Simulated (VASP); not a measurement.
Crystal: Ge3Pd.

```
Pd Ge
1.0
     4.16945    0.00000    0.00000
     0.00000    4.16945    0.00000
     0.00000    0.00000    4.16945
Pd Ge
1 3
Direct
  0.00000 0.00000 0.00000
  0.50000 0.50000 0.00000
  0.50000 0.00000 0.50000
  0.00000 0.50000 0.50000
```

Base run:

- Program: VASP 6.6.1
- Functional: r2SCAN
- Potentials or basis: VASP PAW PBE potentials, release 64 (Pd, Ge_d)
- Cutoff: 520 eV
- k mesh: 7 × 7 × 7
- Occupations: fermi-dirac, width 0.05 eV
- Spin: no spin polarisation

Its results: band gap on the k mesh zero (band 26 reaches 7.35 eV, above the bottom of band 27 at 5.75 eV); pressure -4.5 GPa.

Task: After a change of settings the same cell gave: band gap on the k mesh zero (band 26 reaches 7.12 eV, above the bottom of band 27 at 5.61 eV); pressure -8.2 GPa. Which change was it?
A. functional from r2SCAN to LDA; potentials or basis from VASP PAW PBE potentials, release 64 (Pd, Ge_d) to VASP PAW LDA potentials, release 64 (Pd, Ge_d)
B. functional from r2SCAN to PBEsol; further incar settings from ALGO = Normal; EDIFF = 1e-06; NBANDS = 34 to ALGO = Normal; EDIFF = 1e-07; NBANDS = 34
C. functional from r2SCAN to PBE; further incar settings from ALGO = Normal; EDIFF = 1e-06; NBANDS = 34 to ALGO = Normal; EDIFF = 1e-07; NBANDS = 34

Result: A.

Caveats: the PAW data sets were made with another functional, which shifts forces and pressure a little (some runs).
